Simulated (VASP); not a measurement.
Os, 1 atom in the cell. Symmetry: I4/mmm, No. 139, tetragonal system. Conventional cell: a = 2.751 Å, b = 2.751 Å, c = 4.230 Å, α = 90.00°, β = 90.00°, γ = 90.00°. Within 3.6 Å of Os (site symmetry 4/mmm) lie 12 Os at 2.75 to 2.87 Å.  This cell differs from its parent crystal: strain +0.0875 x Voigt [1, 0, 0, 0, 0, 0].

```yaml
Program: VASP 6.6.1
Task: single point
Functional: r2SCAN
Potentials_or_basis: VASP PAW PBE potentials, release 64 (Os)
Cutoff: 520 eV
k_mesh: 20 × 20 × 20
Occupations: gaussian, width 0.15 eV
Spin: no spin polarisation
Dipole_correction: no
Further_INCAR_settings: ALGO = Normal; EDIFF = 1e-06; NBANDS = 10
```

Potentials or basis: VASP PAW PBE potentials, release 64 (Os).

Command:

```sh
$ cat potpaw_PBE.64/Os/POTCAR > POTCAR
$ cp INCAR.step1 INCAR
$ mpirun -np 1 vasp_std > vasp.out
$ cp INCAR.step2 INCAR
$ mpirun -np 1 vasp_std > vasp.out
```

Hardware: 1 thread of Oxide Virtual Turin-like Processor, with other jobs on the host.

Question: How long does it take, and how much memory?

Answer: Wall time 5.6 min on 1 thread of Oxide Virtual Turin-like Processor (shared host), peak memory 0.19 GiB. Counts: k points 641.
